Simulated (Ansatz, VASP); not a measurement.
## One calculation of CuI, two programs

INCAR

```
SYSTEM = CuI
  ALGO = Normal
  EDIFF = 1E-6
  ENCUT = 600
  GGA = PE
  GGA_COMPAT = .False.
  ISIF = 2
  ISMEAR = -1
  LASPH = .True.
  LCHARG = .False.
  LREAL = .False.
  LWAVE = .False.
  NBANDS = 16
  NELM = 120
  PREC = Accurate
  SIGMA = 0.01
```

File KPOINTS:

```
k-points
0
Gamma
  1 1 1
  0 0 0
```

File POSCAR:

```
CuI
1.0
    0.0000000000      3.0315000000      3.0315000000
    3.0315000000      0.0000000000      3.0315000000
    3.0315000000      3.0315000000      0.0000000000
Cu I
1 1
Direct
    0.7500000000      0.7500000000      0.7500000000
    0.0000000000      0.0000000000      0.0000000000
```

Input for Ansatz:

```yaml
crystal:
  lattice:
    bravais: fcc
    a: 6.063
  space_group: 216
  atoms:
    - { symbol: Cu, position: [0.25, 0.25, 0.75] }
    - { symbol: I, position: [0.0, 0.0, 0.0] }
  reduce_to_primitive: true
kpoints:
  mp_grid:
    grid: [1, 1, 1]
hamiltonian:
  xc: pbe
  pseudopotentials:
    kind: paw
scf:
  n_extra_bands: 4
  occupations:
    method: fermi_dirac
    width: 0.01
output:
  eigenvalues: true
```

Alike in both runs: task single point; functional PBE; k mesh 1 × 1 × 1; occupations fermi-dirac, width 0.01 eV; no spin polarisation.

```csv
,VASP,Ansatz
version,VASP 6.6.1,Ansatz 0.2.0
potentials or method,"VASP PAW PBE potentials, release 64 (Cu, I)","plane waves, PAW"
plane-wave cutoff (eV),600,420
valence electrons in the cell,18,36
```

Ansatz gave:

* gap on the k mesh at the Fermi level (eV): 0.76

Which values does VASP return?

gap on the k mesh at the Fermi level (eV): 0.72.

VASP's potentials hold 18 valence electrons a cell and Ansatz's 36, so a difference there can come from the potentials and not from the codes.

The k mesh is coarse, so the values compare programs but aren't converged. Spin-orbit coupling is off throughout.
